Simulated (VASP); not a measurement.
# Br (Cmce) in VASP: single point with PBE

Aim: the single point of Br with PBE.

Program: VASP 6.6.1. These are calculated values, not measurements. Logs are shortened: lines on timing, memory, paths and dates and some standing lists are left out, and cuts for length are marked.

## (1) The cell of the first run

Symmetry: Cmce, No. 64, orthorhombic system. The conventional cell has a = 8.595 Å, b = 4.285 Å, c = 8.701 Å, α = 90.00°, β = 90.00°, γ = 90.00°. Br (site symmetry m) has 3 Br at 2.39 to 3.14 Å within 3.2 Å.

## (2) Single point, PBE

INCAR

```
PREC = Accurate ; ENCUT = 520
EDIFF = 1E-6 ; ISMEAR = 0
SIGMA = 0.02 ; LREAL = F
LASPH = T ; NELM = 80
ALGO = Normal ; ISIF = 2
LWAVE = F ; LCHARG = F
GGA = PE ; NBANDS = 22
```

KPOINTS

```
regular mesh
0
Gamma
  8 8 4
```

POSCAR

```
Br
1.0
    4.2976626536     -2.1424141456      0.0000000000
    4.2976626536      2.1424141456      0.0000000000
    0.0000000000      0.0000000000      8.7005369985
Br
4
Direct
    0.6417053403      0.3582946597      0.6183688864
    0.1417053403      0.8582946597      0.8816311136
    0.3582946597      0.6417053403      0.3816311136
    0.8582946597      0.1417053403      0.1183688864
```

Potentials or basis: VASP PAW PBE potentials, release 64 (Br).

Started as:

```sh
cat potpaw_PBE.64/Br/POTCAR > POTCAR
mpirun -np 1 vasp_std > vasp.out
```

OUTCAR:

```text
PREC = Accurate
   ENCUT = 520
   EDIFF = 1E-6
   ISMEAR = 0
   LREAL = F
   LASPH = T
   NELM = 80
   ISIF = 2
   GGA = PE

 ion  position               nearest neighbor table
   1  0.642  0.358  0.618-   3 2.39
   2  0.142  0.858  0.882-   4 2.39
   3  0.358  0.642  0.382-   1 2.39
   4  0.858  0.142  0.118-   2 2.39

  LATTYP: Found a base centered orthorhombic cell.
 ALAT       =     4.2848282912
 B/A-ratio  =     2.0059906076
 C/A-ratio  =     2.0305450784

  Lattice vectors:

 A1 = (  -4.2976626536,  -2.1424141456,   0.0000000000)
 A2 = (   4.2976626536,  -2.1424141456,   0.0000000000)
 A3 = (   0.0000000000,   0.0000000000,   8.7005369985)

Analysis of symmetry for initial positions (statically):
=====================================================================
 Subroutine PRICEL returns:
 Original cell was already a primitive cell.

 Routine SETGRP: Setting up the symmetry group for a
 base centered orthorhombic supercell.

 Subroutine GETGRP returns: Found  8 space group operations
 (whereof  4 operations were pure point group operations)
 out of a pool of  8 trial point group operations.

The static configuration has the point symmetry C_2h.
 The point group associated with its full space group is D_2h.

Analysis of symmetry for dynamics (positions and initial velocities):
=====================================================================
 Subroutine PRICEL returns:
 Original cell was already a primitive cell.

 Routine SETGRP: Setting up the symmetry group for a
 base centered orthorhombic supercell.

 Subroutine GETGRP returns: Found  8 space group operations
 (whereof  4 operations were pure point group operations)
 out of a pool of  8 trial point group operations.

The dynamic configuration has the point symmetry C_2h.
 The point group associated with its full space group is D_2h.

 Subroutine INISYM returns: Found  8 space group operations
 (whereof  4 operations are pure point group operations),
 and found     1 'primitive' translations

----------------------------------------------------------------------------------------

                                     Primitive cell

  volume of cell :     160.2182

  direct lattice vectors                    reciprocal lattice vectors
     4.297662654 -2.142414146  0.000000000     0.116342310 -0.233381581  0.000000000
     4.297662654  2.142414146  0.000000000     0.116342310  0.233381581  0.000000000
     0.000000000  0.000000000  8.700536999     0.000000000  0.000000000  0.114935434

  length of vectors
     4.802066498  4.802066498  8.700536999     0.260772881  0.260772881  0.114935434

  position of ions in fractional coordinates (direct lattice)
     0.641705340  0.358294660  0.618368886
     0.141705340  0.858294660  0.881631114
     0.358294660  0.641705340  0.381631114
     0.858294660  0.141705340  0.118368886

  ion indices of the primitive-cell ions
   primitive index   ion index
                 1           1
                 2           2
                 3           3
                 4           4

----------------------------------------------------------------------------------------

 KPOINTS: regular mesh

Automatic generation of k-mesh.
 Grid dimensions read from file:
 generate k-points for:    8    8    4

 Generating k-lattice:

  Cartesian coordinates                     Fractional coordinates (reciprocal lattice)
     0.014542789 -0.029172698  0.000000000     0.125000000  0.000000000  0.000000000
     0.014542789  0.029172698  0.000000000     0.000000000  0.125000000  0.000000000
     0.000000000  0.000000000  0.028733859     0.000000000  0.000000000  0.250000000

  Length of vectors
     0.032596610  0.032596610  0.028733859

  Shift w.r.t. Gamma in fractional coordinates (k-lattice)
     0.000000000  0.000000000  0.000000000

 Subroutine IBZKPT returns following result:
 ===========================================

 Found     63 irreducible k-points:

 Following reciprocal coordinates:
            Coordinates               Weight
  0.000000  0.000000  0.000000      1.000000
  0.125000  0.000000  0.000000      4.000000
  0.250000  0.000000  0.000000      4.000000
  0.375000 -0.000000  0.000000      4.000000
  0.500000  0.000000  0.000000      2.000000
  0.125000  0.125000  0.000000      2.000000
[... 16 lines left out ...]
  0.125000  0.000000  0.250000      8.000000
  0.250000  0.000000  0.250000      8.000000
 [... further k-points ...]
   k-points           NKPTS =     63   k-points in BZ     NKDIM =     63   number of bands    NBANDS=     22
   number of dos      NEDOS =    301   number of ions     NIONS =      4
   total plane-waves  NPLWV =  90720
   dimension x,y,z NGX =    36 NGY =   36 NGZ =   70
   dimension x,y,z NGXF=    72 NGYF=   72 NGZF=  140
   ions per type =               4
   NGX,Y,Z   is equivalent  to a cutoff of  12.46, 12.46, 13.38 a.u.
   NGXF,Y,Z  is equivalent  to a cutoff of  24.93, 24.93, 26.75 a.u.
 SYSTEM =  unknown system
   PREC   = accura    normal or accurate (medium, high low for compatibility)
   ISTART =      0    job   : 0-new  1-cont  2-samecut
   ICHARG =      2    charge: 1-file 2-atom 10-const
   ISPIN  =      1    spin polarized calculation?
   LNONCOLLINEAR =      F non collinear calculations
   LSORBIT =      F    spin-orbit coupling
   LASPH  =      T    aspherical Exc in radial PAW
   ENCUT  =  520.0 eV  38.22 Ry    6.18 a.u.   8.93  8.93 16.18*2*pi/ulx,y,z
   NELM   =     80;   NELMIN=  2; NELMDL= -5     # of ELM steps
   EDIFF  = 0.1E-05   stopping-criterion for ELM
   LREAL  =      F    real-space projection
   EDIFFG = 0.1E-04   stopping-criterion for IOM
   NSW    =      0    number of steps for IOM
   IBRION =     -1    ionic relax: 0-MD 1-quasi-New 2-CG
   NFREE  =      0    steps in history (QN), initial steepest desc. (CG)
   ISIF   =      2    stress and relaxation
   ISYM   =      2    0-nonsym 1-usesym 2-fastsym
   POTIM  = 0.5000    time-step for ionic-motion
   TEBEG  =    0.0;   TEEND  =   0.0 temperature during run
   PSTRESS=    0.0 pullay stress
   NELECT =      28.0000    total number of electrons
   NUPDOWN=      -1.0000    fix difference up-down
   EMIN   =  10.00;   EMAX   =-10.00  energy-range for DOS
   EFERMI =   0.00;   METHOD = LEGACY
   ISMEAR =     0;   SIGMA  =   0.02  broadening in eV -4-tet -1-fermi 0-gaus
   EFERMI_NEDOS =   21; number of points for ismear=-14 and -15
   IALGO  =     38    algorithm
   IMIX   =      4    mixing-type and parameters
     AMIX     =   0.40;   BMIX     =  1.00
     AMIX_MAG =   1.60;   BMIX_MAG =  1.00
  volume/ion in A,a.u.               =      40.05       270.30
  Fermi-wavevector in a.u.,A,eV,Ry     =   0.915286  1.729640 11.398264  0.837749
  Thomas-Fermi vector in A             =   2.040010
   LORBIT       =      0    0 simple, 1 ext, 2 COOP (PROOUT), +10 PAW based schemes
   GGA     = PE    functional components
   LHFCALC =     F    Hartree Fock is set to
   AEXX    =    0.0000 exact exchange contribution
   IVDW    =     0    specifies the selected vdW correction
   LEPSILON=     F    determine dielectric tensor
   LRPA    =     F    only Hartree local field effects (RPA)
 non-spin polarized calculation
 Gauss-broadening in eV      SIGMA  =   0.02
  energy-cutoff  :      520.00
  volume of cell :      160.22
 maximum number of plane-waves:      4346
   NGX = 17   NGY = 17   NGZ = 33

 number of electron      28.0000000 magnetization

 Free energy of the ion-electron system (eV)
  ---------------------------------------------------
  ext. energy  EPLUGINS =         0.00000000
  ---------------------------------------------------
  free energy    TOTEN  =        -6.56926685 eV

  energy without entropy =       -6.56926685  energy(sigma->0) =       -6.56926685

 E-fermi :  -1.1454     XC(G=0):  -7.0519

 val. band max:       -1.2765412562   @ k =   0.0000   0.0000   0.0000
 cond. band min:       0.1007889255   @ k =   0.0000   0.0000   0.0000
 fundamental gap:      1.3773301816
 Fermi energy:        -1.1454438284

 k-point     1 :       0.0000    0.0000    0.0000
  band No.  band energies     occupation
      1     -16.9020      2.00000
      2     -16.3667      2.00000
      3     -14.7550      2.00000
      4     -13.7774      2.00000
      5      -6.1301      2.00000
      6      -4.9011      2.00000
[... 14 lines left out ...]
     21       8.0886      0.00000
     22       8.1041      0.00000

 k-point     2 :       0.1250    0.0000    0.0000
  band No.  band energies     occupation
      1     -16.8651      2.00000
      2     -16.3664      2.00000
      3     -14.7245      2.00000
      4     -13.8262      2.00000
      5      -6.1376      2.00000
      6      -5.0399      2.00000
[... 14 lines left out ...]
     21       7.9539      0.00000
     22       8.2513      0.00000

 k-point     3 :       0.2500    0.0000    0.0000
  band No.  band energies     occupation
      1     -16.7647      2.00000
      2     -16.3749      2.00000
      3     -14.6373      2.00000
      4     -13.9592      2.00000
      5      -6.1673      2.00000
      6      -5.4224      2.00000
[... 14 lines left out ...]
     21       7.4587      0.00000
     22       8.0641      0.00000
[... 476 lines left out ...]
 k-point    23 :       0.1250    0.0000    0.2500
  band No.  band energies     occupation
      1     -16.8092      2.00000
      2     -16.4650      2.00000
      3     -14.5717      2.00000
      4     -13.9455      2.00000
      5      -6.0078      2.00000
      6      -5.2557      2.00000
[... 14 lines left out ...]
     21       7.8633      0.00000
     22       8.2488      0.00000

 k-point    24 :       0.2500    0.0000    0.2500
  band No.  band energies     occupation
      1     -16.7185      2.00000
      2     -16.4470      2.00000
      3     -14.5255      2.00000
      4     -14.0503      2.00000
      5      -6.0628      2.00000
      6      -5.5042      2.00000
[... 14 lines left out ...]
     21       7.5465      0.00000
     22       7.9011      0.00000

 [... further k-points ...]

------------------------ aborting loop because EDIFF is reached ----------------------------------------

  FORCE on cell =-STRESS in cart. coord.  units (eV):
  Direction    XX          YY          ZZ          XY          YZ          ZX
  --------------------------------------------------------------------------------------
  -------------------------------------------------------------------------------------
  Total        0.0128738     -0.0300145     -0.0016013      0.0000000     -0.0000000      0.0000000
  in kB        0.1287379     -0.3001446     -0.0160129      0.0000000     -0.0000000      0.0000000
  external PRESSURE =      -0.0624732 kB  Pullay stress =       0.0000000 kB

 VOLUME and BASIS-vectors are now :
 -----------------------------------------------------------------------------
  energy-cutoff  :      520.00
  volume of cell :      160.22
      direct lattice vectors                 reciprocal lattice vectors
     4.297662654 -2.142414146  0.000000000     0.116342310 -0.233381581  0.000000000
     4.297662654  2.142414146  0.000000000     0.116342310  0.233381581  0.000000000
     0.000000000  0.000000000  8.700536999     0.000000000  0.000000000  0.114935434

 POSITION                                       TOTAL-FORCE (eV/Angst)
 -----------------------------------------------------------------------------------
      4.29766     -0.60718      5.38014         0.000000     -0.001667     -0.000054
      4.29766      1.53523      7.67066         0.000000     -0.001667      0.000054
      4.29766      0.60718      3.32040         0.000000      0.001667      0.000054
      4.29766     -1.53523      1.02987         0.000000      0.001667     -0.000054
 -----------------------------------------------------------------------------------
    total drift:                                0.000000     -0.000000     -0.000000

  FREE ENERGIE OF THE ION-ELECTRON SYSTEM (eV)
  ---------------------------------------------------
  free  energy   TOTEN  =        -6.5692668493 eV

  energy  without entropy=       -6.5692668493  energy(sigma->0) =       -6.56926685
```

Wall time 2.9 min (1 thread of Intel Xeon Platinum 8259CL at 2.50GHz (Skylake/Cascade Lake), shared host); peak memory 0.36 GiB.

Results:

* Free energy: -6.5693 eV
* Pressure: 0.0 GPa
* Band gap on the k mesh: 1.38 eV

Caveat: this functional lacks dispersion, which holds the molecules together, so the pressure and a relaxed volume are unreliable. Expect the measured gap to be larger: semilocal functionals such as PBE lack the derivative discontinuity.
